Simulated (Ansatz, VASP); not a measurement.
## LiF in VASP and in Ansatz

```
CELL_PARAMETERS angstrom
0.00000 1.99906 2.04421
1.99906 0.00000 2.04421
1.99906 1.99906 0.00000
ATOMIC_POSITIONS crystal
Li 0.00000 0.00000 0.00000
F 0.50000 0.50000 0.50000
```

Change from the starting cell: z stretched by +1.5 % at fixed volume, crystal datasets.

Alike in both runs: task electric field gradients; functional PBE; k mesh 10 × 10 × 10; occupations fermi-dirac, width 0.03 eV; no spin polarisation.

|  | VASP | Ansatz |
| --- | --- | --- |
| version | VASP 6.6.1 | Ansatz 0.2.0 |
| potentials or method | VASP PAW PBE potentials, release 64 (Li_sv, F), cutoff 520 eV | all-electron PAW with datasets made for the crystal, scalar-relativistic |

|  | VASP | Ansatz | Ansatz less VASP |
| --- | --- | --- | --- |
| gap on the k mesh at the Fermi level (eV) | 9.06 | 9.03 | -0.025 |
| size of Vzz on the site where it differs most (V/Å²) | 0.8 | 0.6 | -0.19 |

Ansatz ran all-electron here, and VASP with PAW potentials.

Noted on VASP's run: the cutoff is under 1.25 times that of the potentials, so the pressure is a little rough.
